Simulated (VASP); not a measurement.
Crystal: Rh.

```
Rh
1.0
     2.73098    0.00000    0.00000
    -1.36549    2.36510    0.00000
     0.00000    0.00000    4.42849
Rh
2
Cartesian
  1.3655 0.7884 3.3214
  0.0000 1.5767 1.1071
```

This isn't the form of Rh at room conditions, which is fcc.

| Item | Value |
| --- | --- |
| Program | VASP 6.6.1 |
| Task | relaxation of cell and atoms |
| Functional | r2SCAN |
| Potentials or basis | VASP PAW PBE potentials, release 64 (Rh_pv) |
| Cutoff | 600 eV |
| k mesh | 12 × 12 × 4 |
| Occupations | gaussian, width 0.1 eV |
| Spin | no spin polarisation |

At the start: pressure -9.3 GPa; volume 14.30 Å³/atom.

Where does the relaxation end?

Over 4 steps the energy falls by 15.3 meV/atom and the volume is 13.80 Å³/atom (-3.5 %); space group P6_3/mmc (No. 194, to 0.1 Å) before and after.

The path:
| step | energy change (eV) | largest force (eV/Å) | pressure (GPa) | volume (Å³) |
| --- | --- | --- | --- | --- |
| 1 | 0.0000 | 0.0000 | -9.26 | 28.60 |
| 2 | 0.1663 | 0.0000 | 30.29 | 25.32 |
| 3 | -0.0306 | 0.0000 | -0.28 | 27.62 |
| 4 | -0.0307 | 0.0000 | -0.02 | 27.59 |

Final structure:
```
CELL_PARAMETERS angstrom
2.69985 0.00000 0.00000
-1.34992 2.33814 0.00000
0.00000 0.00000 4.37103
ATOMIC_POSITIONS crystal
Rh 0.66667 0.33333 0.75000
Rh 0.33333 0.66667 0.25000
```

Caveat: the PAW data sets were made with another functional, which shifts forces and pressure a little.
